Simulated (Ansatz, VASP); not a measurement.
# BIr3Br in VASP and in Ansatz

```
B Ir Br
1.0
     4.38127    0.00000    0.00000
     0.00000    4.38127    0.00000
     0.00000    0.00000    4.38127
B Ir Br
1 3 1
Direct
  0.50000 0.50000 0.50000
  0.00000 0.50000 0.50000
  0.50000 0.00000 0.50000
  0.50000 0.50000 0.00000
  0.00000 0.00000 0.00000
```

Alike in both runs: task relaxation of cell and atoms; functional PBEsol; k mesh 4 × 4 × 4; occupations gaussian, width 0.1175 eV; no spin polarisation; Hubbard terms Ir d U = 4.0 eV.

|  | VASP | Ansatz |
| --- | --- | --- |
| version | VASP 6.6.1 | Ansatz 0.2.0 |
| potentials or method | VASP PAW PBE potentials, release 64 (B, Ir_sv_GW, Br), cutoff 560 eV | PAW plane waves |
| valence electrons in the cell | 61 | 61 |

|  | VASP | Ansatz | Ansatz less VASP |
| --- | --- | --- | --- |
| gap on the k mesh at the Fermi level, each at its own relaxed structure (eV) | none | none | - |
| relaxed volume (Å³/atom) | 14.15 | 14.27 | +0.125 |
| relaxed length of the cell vector where the two differ most in proportion (Å) | 4.136 | 4.148 | +0.0121 |

VASP's potentials were made for PBE, not for PBEsol. The programs project onto different local orbitals, so the same U acts differently, and such runs can settle in different states. A gap of «none» marks a metal or a gap that the smearing closes. Ansatz's warnings: filled band counts differ across k points.

Neither program's run includes spin-orbit coupling. Noted on VASP's run: the volume moved by over 15 % at a fixed basis, so the end points are rough.
